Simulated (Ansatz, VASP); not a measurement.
# One calculation of CdHg, two programs

```
Cd Hg
1.0
     1.48901   -2.90525    0.00000
     1.48901    2.90525    0.00000
     0.00000    0.00000    5.72809
Cd Hg
1 1
Direct
  0.00000 0.00000 0.00000
  0.50000 0.50000 0.50000
```

Alike in both runs: task electric field gradients; functional PBE; k mesh 16 × 16 × 8; occupations fermi-dirac, width 0.15 eV; no spin polarisation.

|  | VASP | Ansatz |
| --- | --- | --- |
| version | VASP 6.6.1 | Ansatz 0.2.0 |
| potentials or method | VASP PAW PBE potentials, release 64 (Cd, Hg), cutoff 520 eV | scalar-relativistic, plane waves, PAW |
| valence electrons in the cell | 24 | 40 |

Ansatz gave:

- gap on the k mesh at the Fermi level (eV): none
- pressure (GPa): 0.0
- traceless stress, the component that is largest in VASP (GPa): 0.00
- size of Vzz on the site where it differs most (V/Å²): 128.5

Problem. Which values does VASP return?

Solution. gap on the k mesh at the Fermi level (eV): none; pressure (GPa): 0.2; traceless stress, the component that is largest in VASP (GPa): 0.15; size of Vzz on the site where it differs most (V/Å²): 150.4.

A gap of «none» marks a metal or a gap that the smearing closes. VASP's potentials hold 24 valence electrons a cell and Ansatz's 40, so a difference there can come from the potentials and not from the codes.

Neither program's run includes spin-orbit coupling.
